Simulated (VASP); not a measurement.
# CdTe: single point with PBE

The system is CdTe.

```
Cd Te
1.0
     8.07474    0.00000    0.00000
     0.00000    8.07474    0.00000
     0.00000    0.00000    4.69323
Cd Te
4 4
Direct
  0.67574 0.67574 0.00000
  0.17574 0.82426 0.50000
  0.82426 0.17574 0.50000
  0.32426 0.32426 0.00000
  0.81662 0.81662 0.50000
  0.18338 0.18338 0.50000
  0.68338 0.31662 0.00000
  0.31662 0.68338 0.00000
```

```
Program             : VASP 6.6.1
Task                : single point
Functional          : PBE
Potentials or basis : VASP PAW PBE potentials, release 64 (Cd, Te)
Cutoff              : 520 eV
k mesh              : 4 × 4 × 6
Occupations         : gaussian, width 0.02 eV
Spin                : no spin polarisation
```

The pressure is 0.1 GPa, the largest force is 0.009 eV/Å and the band gap on the k mesh is 0.70 eV, direct.

Forces on the atoms (eV/Å):
```
Cd   0.003  0.003  0.000
Cd   0.003 -0.003  0.000
Cd  -0.003  0.003  0.000
Cd  -0.003 -0.003  0.000
Te  -0.006 -0.006  0.000
Te   0.006  0.006  0.000
Te   0.006 -0.006  0.000
Te  -0.006  0.006  0.000
```

Levels at points of the mesh, in eV from the valence-band top:
```csv
k point,band 33,band 34,band 35,band 36,band 37,band 38,band 39,band 40
"(0.00, 0.00, 0.00)",-0.17,-0.02,0.00,0.00,0.70,2.08,2.08,2.32
"(0.50, 0.00, 0.00)",-0.47,-0.47,-0.35,-0.35,2.06,2.06,2.58,2.58
"(0.50, 0.50, 0.00)",-0.73,-0.73,-0.69,-0.69,2.35,2.35,2.87,2.87
"(0.00, 0.00, 0.50)",-1.19,-1.19,-1.18,-1.18,3.28,3.28,3.51,3.51
"(0.50, 0.00, 0.50)",-1.11,-1.11,-0.69,-0.69,2.64,2.64,2.97,2.97
"(0.50, 0.50, 0.50)",-0.98,-0.98,-0.93,-0.93,1.92,1.92,2.92,2.92
```

It took 8.5 min on 1 thread of Oxide Virtual Turin-like Processor, with other jobs on the host, peak memory 0.47 GiB.

Caveat: spin-orbit coupling is left out, which moves the levels of the heavy elements. As with any semilocal functional, this PBE gap is likely too small.
